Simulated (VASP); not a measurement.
## Hf: single point with r2SCAN

Crystal: Hf.

```
CELL_PARAMETERS angstrom
4.36768 0.00000 0.00000
-2.18384 3.78252 0.00000
0.00000 0.00000 2.72248
ATOMIC_POSITIONS crystal
Hf 0.66667 0.33333 0.50000
Hf 0.33333 0.66667 0.50000
Hf 0.00000 0.00000 0.00000
```

This isn't the form of Hf at room conditions, which is hcp.

| Item | Value |
| --- | --- |
| Program | VASP 6.6.1 |
| Task | single point |
| Functional | r2SCAN |
| Potentials or basis | VASP PAW PBE potentials, release 64 (Hf_pv) |
| Cutoff | 520 eV |
| k mesh | 10 × 10 × 14 |
| Occupations | gaussian, width 0.05 eV |
| Spin | no spin polarisation |

```
Pressure               : 83.6 GPa
Band gap on the k mesh : zero (bands 15 and 16 overlap by 1.43 eV)
```

Stress tensor (GPa, compression positive):
```
83.39  0.00  0.00
 0.00 83.39  0.00
 0.00  0.00 83.94
```

Levels at points of the mesh, in eV from the Fermi level:
```
           k point  band 12  band 13  band 14  band 15  band 16  band 17  band 18  band 19
(0.00, 0.00, 0.00)    -0.48    -0.39    -0.39    -0.34    -0.34     1.56     2.94     2.94
(0.50, 0.00, 0.00)    -4.52    -1.21    -1.19    -0.76    -0.17     1.34     1.78     3.44
(0.00, 0.00, 0.50)    -3.32    -3.32    -2.86    -1.54     1.85     1.85     3.50     3.50
(0.50, 0.00, 0.50)    -3.62    -2.85    -1.34    -0.59     0.18     1.54     2.86     3.11
```

It took 100 s on 1 thread of Intel(R) Xeon(R) 6975P-C (Granite Rapids), with other jobs on the host, peak memory 0.22 GiB.

Caveat: the cell stands under pressure; the PAW data sets were made with another functional, which shifts forces and pressure a little; spin-orbit coupling is left out, which moves the levels of the heavy elements.
